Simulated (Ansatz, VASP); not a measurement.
# SiBr: VASP beside Ansatz

INCAR

```
SYSTEM = SiBr
PREC = Accurate ; ENCUT = 600
EDIFF = 1E-6 ; ISMEAR = 0
SIGMA = 0.1 ; LREAL = .False.
LASPH = .True. ; NELM = 100
ALGO = Normal ; ISIF = 3
LWAVE = .False. ; LCHARG = .False.
GGA = PE ; IBRION = 2
NSW = 100 ; EDIFFG = -0.01
```

The input KPOINTS:

```
Automatic mesh
0
Gamma
  16 16 16
  0 0 0
```

POSCAR

```
SiBr
1.0
    3.5762264055      0.0000000000      0.0000000000
    0.0000000000      3.5762264055      0.0000000000
    0.0000000000      0.0000000000      3.5762264055
Si Br
1 1
Direct
    0.0000000000      0.0000000000      0.0000000000
    0.5000000000      0.5000000000      0.5000000000
```

Input for Ansatz:

```yaml
crystal:
  lattice:
    - [3.5762264055, 0.0, 0.0]
    - [0.0, 3.5762264055, 0.0]
    - [0.0, 0.0, 3.5762264055]
  atoms:
    - { symbol: Si, position: [0.0, 0.0, 0.0] }
    - { symbol: Br, position: [0.5, 0.5, 0.5] }
basis:
  ecutwfc: 420
kpoints:
  mp_grid: { grid: [16, 16, 16] }
hamiltonian:
  xc: pbe
scf:
  occupations: { method: gaussian, width: 0.1 }
output:
  forces: true
  stress: true
  eigenvalues: true
relax:
  adjacent_minimum: "off"
  f_tol: 0.01
  max_steps: 80
  cell: { stress_tol: 0.05 }
```

Alike in both runs: task relaxation of cell and atoms; functional PBE; k mesh 16 × 16 × 16; occupations gaussian, width 0.1 eV; no spin polarisation.

```csv
,VASP,Ansatz
version,VASP 6.6.1,Ansatz 0.2.0
potentials or method,"VASP PAW PBE potentials, release 64 (Si, Br), cutoff 600 eV","scalar-relativistic, plane waves, PAW"
valence electrons in the cell,11,11
```

|  | VASP | Ansatz | Ansatz less VASP |
| --- | --- | --- | --- |
| gap on the k mesh at the Fermi level, each at its own relaxed structure (eV) | none | none | - |
| relaxed volume (Å³/atom) | 21.86 | 21.84 | -0.022 |
| relaxed cell length with the largest relative difference (Å) | 3.523 | 3.522 | -0.0012 |

A gap of «none» marks a metal or a gap that the smearing closes.
